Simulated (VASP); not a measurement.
# AgCl (Cmcm) in VASP: a series of runs

Runs on AgCl. Level: PBEsol. Tasks: single point.

All numbers are computed with VASP 6.6.1; they aren't measurements. Logs are shortened: lines on timing, memory, paths and dates and some standing lists are left out, and cuts for length are marked.

### Step 1. The cell of the first run

It takes space group Cmcm (No. 63, orthorhombic). Conventional cell: a = 3.630 Å, b = 10.780 Å, c = 3.924 Å, α = 90.00°, β = 90.00°, γ = 90.00°. Within 3.7 Å of Ag (site symmetry m2m) lie 7 Cl at 2.69 to 3.14 Å and 4 Ag at 2.97 to 3.63 Å. Cl (site symmetry m2m) has 7 Ag at 2.69 to 3.14 Å and 8 Cl at 3.50 to 3.65 Å within 3.7 Å.

### Step 2. Single point, PBEsol (equal xx and yy strain of -3 %)

INCAR reads:

```
SYSTEM = AgCl
PREC = Accurate
ENCUT = 520
EDIFF = 1E-6
ISMEAR = -1
SIGMA = 0.03
LREAL = .FALSE.
LASPH = .TRUE.
NELM = 60
ALGO = Normal
ISIF = 2
LWAVE = .FALSE.
LCHARG = .FALSE.
GGA = PS
NBANDS = 26
```

KPOINTS reads:

```
regular mesh
0
G
  9 9 8
  0 0 0
```

POSCAR reads:

```
AgCl
1.0
    1.8147824119     -5.3898973787      0.0000000000
    1.8147824119      5.3898973787      0.0000000000
    0.0000000000      0.0000000000      3.9240373500
Ag Cl
2 2
Direct
    0.3965554000      0.6034446000      0.7500000000
    0.6034446000      0.3965554000      0.2500000000
    0.8654487300      0.1345512700      0.2500000000
    0.1345512700      0.8654487300      0.7500000000
```

Potentials or basis: VASP PAW PBE potentials, release 64 (Ag, Cl).

The run is started by

```bash
$ cat potpaw_PBE.64/Ag/POTCAR potpaw_PBE.64/Cl/POTCAR > POTCAR
$ mpirun -np 1 vasp_std > vasp.out
```

OUTCAR:

```text
SYSTEM = AgCl
   PREC = Accurate
   ENCUT = 520
   EDIFF = 1E-6
   ISMEAR = -1
   LREAL = .FALSE.
   LASPH = .TRUE.
   NELM = 60
   ISIF = 2
   GGA = PS

 ion  position               nearest neighbor table
   1  0.397  0.603  0.750-   3 2.69   3 2.69   3 2.69   3 2.69   4 2.82   2 2.97   2 2.97
   2  0.603  0.397  0.250-   4 2.69   4 2.69   4 2.69   4 2.69   3 2.82   1 2.97   1 2.97
   3  0.865  0.135  0.250-   1 2.69   1 2.69   1 2.69   1 2.69   2 2.82
   4  0.135  0.865  0.750-   2 2.69   2 2.69   2 2.69   2 2.69   1 2.82

  LATTYP: Found a base centered orthorhombic cell.
 ALAT       =     3.6295648238
 B/A-ratio  =     2.9699964819
 C/A-ratio  =     1.0811316344

  Lattice vectors:

 A1 = (   1.8147824119,  -5.3898973787,   0.0000000000)
 A2 = (   1.8147824119,   5.3898973787,   0.0000000000)
 A3 = (   0.0000000000,   0.0000000000,   3.9240373500)

Analysis of symmetry for initial positions (statically):
=====================================================================
 Subroutine PRICEL returns:
 Original cell was already a primitive cell.

 Routine SETGRP: Setting up the symmetry group for a
 base centered orthorhombic supercell.

 Subroutine GETGRP returns: Found  8 space group operations
 (whereof  4 operations were pure point group operations)
 out of a pool of  8 trial point group operations.

The static configuration has the point symmetry C_2h.
 The point group associated with its full space group is D_2h.

Analysis of symmetry for dynamics (positions and initial velocities):
=====================================================================
 Subroutine PRICEL returns:
 Original cell was already a primitive cell.

 Routine SETGRP: Setting up the symmetry group for a
 base centered orthorhombic supercell.

 Subroutine GETGRP returns: Found  8 space group operations
 (whereof  4 operations were pure point group operations)
 out of a pool of  8 trial point group operations.

The dynamic configuration has the point symmetry C_2h.
 The point group associated with its full space group is D_2h.

 Subroutine INISYM returns: Found  8 space group operations
 (whereof  4 operations are pure point group operations),
 and found     1 'primitive' translations

----------------------------------------------------------------------------------------

                                     Primitive cell

  volume of cell :      76.7659

  direct lattice vectors                    reciprocal lattice vectors
     1.814782412 -5.389897379  0.000000000     0.275515123 -0.092766145  0.000000000
     1.814782412  5.389897379  0.000000000     0.275515123  0.092766145  0.000000000
     0.000000000  0.000000000  3.924037350     0.000000000  0.000000000  0.254839572

  length of vectors
     5.687216275  5.687216275  3.924037350     0.290713159  0.290713159  0.254839572

  position of ions in fractional coordinates (direct lattice)
     0.396555400  0.603444600  0.750000000
     0.603444600  0.396555400  0.250000000
     0.865448730  0.134551270  0.250000000
     0.134551270  0.865448730  0.750000000

  ion indices of the primitive-cell ions
   primitive index   ion index
                 1           1
                 2           2
                 3           3
                 4           4

----------------------------------------------------------------------------------------

 KPOINTS: regular mesh

Automatic generation of k-mesh.
 Grid dimensions read from file:
 generate k-points for:    9    9    8

 Generating k-lattice:

  Cartesian coordinates                     Fractional coordinates (reciprocal lattice)
     0.030612791 -0.010307349  0.000000000     0.111111111  0.000000000  0.000000000
     0.030612791  0.010307349  0.000000000     0.000000000  0.111111111  0.000000000
     0.000000000  0.000000000  0.031854947     0.000000000  0.000000000  0.125000000

  Length of vectors
     0.032301462  0.032301462  0.031854947

  Shift w.r.t. Gamma in fractional coordinates (k-lattice)
     0.000000000  0.000000000  0.000000000

 Subroutine IBZKPT returns following result:
 ===========================================

 Found    125 irreducible k-points:

 Following reciprocal coordinates:
            Coordinates               Weight
  0.000000  0.000000  0.000000      1.000000
  0.111111  0.000000  0.000000      4.000000
  0.222222  0.000000  0.000000      4.000000
  0.333333  0.000000  0.000000      4.000000
  0.444444  0.000000  0.000000      4.000000
  0.111111  0.111111  0.000000      2.000000
[... 16 lines left out ...]
 -0.333333  0.333333  0.000000      2.000000
  0.444444  0.444444  0.000000      2.000000
 [... further k-points ...]
   k-points           NKPTS =    125   k-points in BZ     NKDIM =    125   number of bands    NBANDS=     26
   number of dos      NEDOS =    301   number of ions     NIONS =      4
   total plane-waves  NPLWV =  52920
   dimension x,y,z NGX =    42 NGY =   42 NGZ =   30
   dimension x,y,z NGXF=    84 NGYF=   84 NGZF=   60
   ions per type =               2   2
   NGX,Y,Z   is equivalent  to a cutoff of  12.28, 12.28, 12.71 a.u.
   NGXF,Y,Z  is equivalent  to a cutoff of  24.55, 24.55, 25.42 a.u.
 SYSTEM =  AgCl
   PREC   = accura    normal or accurate (medium, high low for compatibility)
   ISTART =      0    job   : 0-new  1-cont  2-samecut
   ICHARG =      2    charge: 1-file 2-atom 10-const
   ISPIN  =      1    spin polarized calculation?
   LNONCOLLINEAR =      F non collinear calculations
   LSORBIT =      F    spin-orbit coupling
   LASPH  =      T    aspherical Exc in radial PAW
   ENCUT  =  520.0 eV  38.22 Ry    6.18 a.u.  10.57 10.57  7.30*2*pi/ulx,y,z
   NELM   =     60;   NELMIN=  2; NELMDL= -5     # of ELM steps
   EDIFF  = 0.1E-05   stopping-criterion for ELM
   LREAL  =      F    real-space projection
   EDIFFG = 0.1E-04   stopping-criterion for IOM
   NSW    =      0    number of steps for IOM
   IBRION =     -1    ionic relax: 0-MD 1-quasi-New 2-CG
   NFREE  =      0    steps in history (QN), initial steepest desc. (CG)
   ISIF   =      2    stress and relaxation
   ISYM   =      2    0-nonsym 1-usesym 2-fastsym
   POTIM  = 0.5000    time-step for ionic-motion
   TEBEG  =    0.0;   TEEND  =   0.0 temperature during run
   PSTRESS=    0.0 pullay stress
   NELECT =      36.0000    total number of electrons
   NUPDOWN=      -1.0000    fix difference up-down
   EMIN   =  10.00;   EMAX   =-10.00  energy-range for DOS
   EFERMI =   0.00;   METHOD = LEGACY
   ISMEAR =    -1;   SIGMA  =   0.03  broadening in eV -4-tet -1-fermi 0-gaus
   EFERMI_NEDOS =   21; number of points for ismear=-14 and -15
   IALGO  =     38    algorithm
   IMIX   =      4    mixing-type and parameters
     AMIX     =   0.40;   BMIX     =  1.00
     AMIX_MAG =   1.60;   BMIX_MAG =  1.00
  volume/ion in A,a.u.               =      19.19       129.51
  Fermi-wavevector in a.u.,A,eV,Ry     =   1.271900  2.403542 22.010544  1.617729
  Thomas-Fermi vector in A             =   2.404808
   LORBIT       =      0    0 simple, 1 ext, 2 COOP (PROOUT), +10 PAW based schemes
   GGA     = PS    functional components
   LHFCALC =     F    Hartree Fock is set to
   AEXX    =    0.0000 exact exchange contribution
   IVDW    =     0    specifies the selected vdW correction
   LEPSILON=     F    determine dielectric tensor
   LRPA    =     F    only Hartree local field effects (RPA)
 non-spin polarized calculation
  energy-cutoff  :      520.00
  volume of cell :       76.77
 maximum number of plane-waves:      2086
   NGX = 21   NGY = 21   NGZ = 15

 number of electron      36.0000004 magnetization

 Free energy of the ion-electron system (eV)
  ---------------------------------------------------
  ext. energy  EPLUGINS =         0.00000000
  ---------------------------------------------------
  free energy    TOTEN  =       -12.05280778 eV

  energy without entropy =      -12.05279480  energy(sigma->0) =      -12.05280129

 E-fermi :   5.1401     XC(G=0): -10.8245

 val. band max:        4.9310122314   @ k =   0.2222   0.2222   0.0000
 cond. band min:       5.2785409714   @ k =   0.0000   0.0000   0.0000
 fundamental gap:      0.3475287401
 Fermi energy:         5.1400784576

 k-point     1 :       0.0000    0.0000    0.0000
  band No.  band energies     occupation
      1     -10.6170      2.00000
      2      -9.8750      2.00000
      3      -0.1035      2.00000
      4       1.0675      2.00000
      5       1.4368      2.00000
      6       1.5278      2.00000
[... 18 lines left out ...]
     25      15.1823      0.00000
     26      15.8773      0.00000

 k-point     2 :       0.1111    0.0000    0.0000
  band No.  band energies     occupation
      1     -10.5629      2.00000
      2      -9.8572      2.00000
      3      -0.0980      2.00000
      4       0.8124      2.00000
      5       0.8858      2.00000
      6       1.2353      2.00000
[... 18 lines left out ...]
     25      15.2780      0.00000
     26      15.8894      0.00000

 k-point     3 :       0.2222    0.0000    0.0000
  band No.  band energies     occupation
      1     -10.4168      2.00000
      2      -9.8151      2.00000
      3      -0.0881      2.00000
      4       0.1678      2.00000
      5       0.3886      2.00000
      6       0.4481      2.00000
[... 18 lines left out ...]
     25      14.9118      0.00000
     26      15.9795      0.00000

 k-point     4 :       0.3333    0.0000    0.0000
  band No.  band energies     occupation
      1     -10.2280      2.00000
      2      -9.7786      2.00000
      3      -0.5326      2.00000
      4      -0.3071      2.00000
      5       0.0543      2.00000
      6       0.0737      2.00000
[... 18 lines left out ...]
     25      14.2970      0.00000
     26      15.8798      0.00000

 k-point     5 :       0.4444    0.0000    0.0000
  band No.  band energies     occupation
      1     -10.0795      2.00000
      2      -9.7728      2.00000
      3      -0.9602      2.00000
      4      -0.6324      2.00000
      5      -0.0858      2.00000
      6       0.0779      2.00000
[... 18 lines left out ...]
     25      13.7637      0.00000
     26      15.8909      0.00000

 k-point     6 :       0.1111    0.1111    0.0000
  band No.  band energies     occupation
      1     -10.4359      2.00000
      2      -9.7957      2.00000
      3      -0.1246      2.00000
      4       0.2113      2.00000
      5       0.3731      2.00000
      6       0.4523      2.00000
[... 427 lines left out ...]
 k-point    21 :       0.4444    0.3333    0.0000
  band No.  band energies     occupation
      1     -10.1726      2.00000
      2     -10.0613      2.00000
      3      -0.2593      2.00000
      4       0.3119      2.00000
      5       0.5544      2.00000
      6       0.7652      2.00000
[... 18 lines left out ...]
     25      15.0952      0.00000
     26      15.7343      0.00000

 k-point    22 :      -0.4444    0.3333    0.0000
  band No.  band energies     occupation
      1     -10.3364      2.00000
      2     -10.0880      2.00000
      3       0.1164      2.00000
      4       0.5040      2.00000
      5       0.9986      2.00000
      6       1.2013      2.00000
[... 18 lines left out ...]
     25      15.2501      0.00000
     26      16.1158      0.00000

 k-point    23 :      -0.3333    0.3333    0.0000
  band No.  band energies     occupation
      1     -10.4356      2.00000
      2     -10.0611      2.00000
      3       0.0388      2.00000
      4       0.9162      2.00000
      5       1.1941      2.00000
      6       1.5027      2.00000
[... 18 lines left out ...]
     25      15.6303      0.00000
     26      15.7913      0.00000

 k-point    24 :       0.4444    0.4444    0.0000
  band No.  band energies     occupation
      1     -10.2324      2.00000
      2     -10.1927      2.00000
      3       0.2836      2.00000
      4       0.3004      2.00000
      5       1.0683      2.00000
      6       1.1307      2.00000
[... 18 lines left out ...]
     25      15.4790      0.00000
     26      16.3253      0.00000

 [... further k-points ...]
[... 5 lines left out ...]
  --------------------------------------------------------------------------------------
  -------------------------------------------------------------------------------------
  Total        0.2099374      0.0634678     -0.0826421      0.0000000     -0.0000000      0.0000000
  in kB        4.3815953      1.3246332     -1.7248190      0.0000000     -0.0000000      0.0000000
  external PRESSURE =       1.3271365 kB  Pullay stress =       0.0000000 kB

 VOLUME and BASIS-vectors are now :
 -----------------------------------------------------------------------------
  energy-cutoff  :      520.00
  volume of cell :       76.77
      direct lattice vectors                 reciprocal lattice vectors
     1.814782412 -5.389897379  0.000000000     0.275515123 -0.092766145  0.000000000
     1.814782412  5.389897379  0.000000000     0.275515123  0.092766145  0.000000000
     0.000000000  0.000000000  3.924037350     0.000000000  0.000000000  0.254839572

 POSITION                                       TOTAL-FORCE (eV/Angst)
 -----------------------------------------------------------------------------------
      1.81478      1.11511      2.94303         0.000000     -0.059096     -0.000000
      1.81478     -1.11511      0.98101         0.000000      0.059096      0.000000
      1.81478     -3.93946      0.98101         0.000000      0.006128      0.000000
      1.81478      3.93946      2.94303         0.000000     -0.006128      0.000000
 -----------------------------------------------------------------------------------
    total drift:                                0.000000      0.000000      0.000000

  FREE ENERGIE OF THE ION-ELECTRON SYSTEM (eV)
  ---------------------------------------------------
  free  energy   TOTEN  =       -12.0528077841 eV

  energy  without entropy=      -12.0527948050  energy(sigma->0) =      -12.05280129
```

It took 3.3 min on 1 thread of Intel Xeon Platinum 8124M at 3.00GHz (Skylake/Cascade Lake), shared host; peak memory 0.36 GiB.

Results:

* Free energy: -12.0528 eV
* Pressure: 0.1 GPa
* Largest force: 0.059 eV/Å
* Band gap on the k mesh: 0.35 eV (least direct gap 1.88 eV)

Forces in eV/Å, atoms in the order of the input:
```
Ag   0.000 -0.059  0.000
Ag   0.000  0.059  0.000
Cl   0.000  0.006  0.000
Cl   0.000 -0.006  0.000
```

Stress tensor (GPa, compression positive):
```
 0.44  0.00  0.00
 0.00  0.13  0.00
 0.00  0.00 -0.17
```

Caveat: the cell differs from its parent crystal (equal xx and yy strain of -3 %); semilocal functionals underestimate gaps, and a narrow one can read as zero; the PAW data sets were made with another functional, which shifts forces and pressure a little.

(Part 1 of 2 ends here.)
